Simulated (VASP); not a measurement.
A run of VASP 6.6.1 is set up as follows.

File INCAR:

```
PREC = Accurate
ENCUT = 600
EDIFF = 1E-6
ISMEAR = -1
SIGMA = 0.08
LREAL = False
LASPH = True
NELM = 60
ALGO = Normal
ISIF = 3
LWAVE = False
LCHARG = False
GGA = PE
IBRION = 2
NSW = 32
EDIFFG = -0.005
PSTRESS = 300.0
```

The input KPOINTS:

```
regular mesh
0
Gamma
  16 16 16
```

File POSCAR:

```
Hf
1.0
   -1.6520905260      1.6520905260      1.6520905260
    1.6520905260     -1.6520905260      1.6520905260
    1.6520905260      1.6520905260     -1.6520905260
Hf
1
Direct
    0.0000000000      0.0000000000      0.0000000000
```

Potentials or basis: VASP PAW PBE potentials, release 64 (Hf_pv).

Run with:

```console
$ cat potpaw_PBE.64/Hf_pv/POTCAR > POTCAR
$ mpirun -np 1 vasp_std > vasp.out
```

(1) Estimate the band gap on the k mesh.

(2) What does it give for the space group after relaxing (to 0.05 Å)?

Answers

(1) zero (band 5 reaches 7.81 eV, above the bottom of band 6 at 5.16 eV).

(2) Im-3m (No. 229).

Caveat: the cell is relaxed towards a set pressure, so the enthalpy falls and the energy may rise; spin-orbit coupling is left out, which moves the levels of the heavy elements.
